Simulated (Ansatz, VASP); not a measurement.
# Two plane-wave programs on KCl

Contents of INCAR:

```
PREC     = Accurate       # precision mode
ENCUT    = 520            # plane-wave cutoff, eV
EDIFF    = 1E-6           # SCF threshold, eV
ISMEAR   = 0              # smearing method
SIGMA    = 0.05           # smearing width, eV
LREAL    = F              # projectors in reciprocal space
LASPH    = T              # aspherical terms in the spheres
NELM     = 80             # most SCF steps
ALGO     = Normal         # electronic algorithm
ISIF     = 2              # what is computed and relaxed
LWAVE    = F              # write WAVECAR
LCHARG   = F              # write CHGCAR
GGA      = PS             # functional
NBANDS   = 15             # bands
```

KPOINTS

```
regular mesh
0
Gamma
  6 6 6
```

File POSCAR:

```
KCl
1.0
    0.0000000000      3.4085880000      3.1561000000
    3.4085880000      0.0000000000      3.1561000000
    3.4085880000      3.4085880000      0.0000000000
K Cl
1 1
Direct
    0.0000000000      0.0000000000      0.0000000000
    0.5000000000      0.5000000000      0.5000000000
```

Input for Ansatz:

```yaml
crystal:
  lattice:
    - [0.0, 3.408588, 3.1561]
    - [3.408588, 0.0, 3.1561]
    - [3.408588, 3.408588, 0.0]
  atoms:
    - { symbol: K, position: [0.0, 0.0, 0.0] }
    - { symbol: Cl, position: [0.5, 0.5, 0.5] }
basis:
  ecutwfc: 420
kpoints:
  mp_grid: { grid: [6, 6, 6] }
hamiltonian:
  xc: pbesol
scf:
  occupations: { method: gaussian, width: 0.05 }
output:
  forces: true
  stress: true
  eigenvalues: true
```

Change from the starting cell: strain +0.080 along x and y, +0.000 along z, atoms carried along.

Alike in both runs: task single point; functional PBEsol; k mesh 6 × 6 × 6; occupations gaussian, width 0.05 eV; no spin polarisation.

```csv
,VASP,Ansatz
version,VASP 6.6.1,Ansatz 0.2.0
potentials or method,"VASP PAW PBE potentials, release 64 (K_sv, Cl), cutoff 520 eV","scalar-relativistic, plane waves, PAW"
valence electrons in the cell,16,16
```

Ansatz gave:

```
gap on the k mesh at the Fermi level (eV)                     : 4.56
least direct gap on the mesh (eV)                             : 4.56
pressure (GPa)                                                : -2.0
traceless stress, the component that is largest in VASP (GPa) : 0.66
```

Which values does VASP return?

gap on the k mesh at the Fermi level (eV): 4.55; least direct gap on the mesh (eV): 4.55; pressure (GPa): -2.0; traceless stress, the component that is largest in VASP (GPa): 0.69.

VASP's potentials were made for PBE, not for PBEsol.
